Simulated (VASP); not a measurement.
A run of VASP 6.6.1:

Contents of INCAR:

```
PREC = Accurate ; ENCUT = 520
EDIFF = 1E-7 ; ISMEAR = 0
SIGMA = 0.1 ; LREAL = Auto
LASPH = T ; NELM = 100
ALGO = Normal ; ISIF = 2
LWAVE = F ; LCHARG = F
NBANDS = 85
```

The input KPOINTS:

```
Automatic mesh
0
Gamma
  4 4 4
```

The input POSCAR:

```
ScGa7N8
1.0
    3.1888470123     -0.0023084640      5.1691760058
    3.1888470123      0.0023084640     -5.1691760058
   -3.1888470123      5.5285788116     -0.0024870779
Sc Ga N
1 7 8
Direct
    0.1659051992      0.1688668599      0.3347720591
    0.1686267171      0.1696051516      0.8336109980
    0.6656490576      0.6654845044      0.3311335620
    0.6640058464      0.6649842809      0.8336109980
    0.0845160410      0.5832515110      0.1643153924
    0.5810638814      0.0797993514      0.1643153924
    0.0824644225      0.5878797934      0.6703442159
    0.5868542286      0.0812584853      0.6681127139
    0.3639749787      0.9714443533      0.3354193320
    0.8565633159      0.4762723424      0.3328356582
    0.3557127012      0.9806993744      0.8329750113
    0.8522756369      0.4772623101      0.8329750113
    0.2757861308      0.4024945425      0.1588467865
    0.2737240258      0.4069943721      0.6807183978
    0.7563522439      0.8830606557      0.1588467865
    0.7745255730      0.8926421116      0.6671676846
```

Potentials or basis: VASP PAW LDA potentials, release 64 (Sc_sv, Ga_d, N).

Command:

```sh
$ cat potpaw_LDA.64/Sc_sv/POTCAR potpaw_LDA.64/Ga_d/POTCAR potpaw_LDA.64/N/POTCAR > POTCAR
$ mpirun -np 1 vasp_std > vasp.out
```

Hardware: 1 thread of Oxide Virtual Turin-like Processor (shared host).

Question: How long does it take, and how much memory?

Answer: It took 28 min on 1 thread of Oxide Virtual Turin-like Processor, on a shared host, peak memory 0.38 GiB. Counts: scf iterations 20, k points 24.
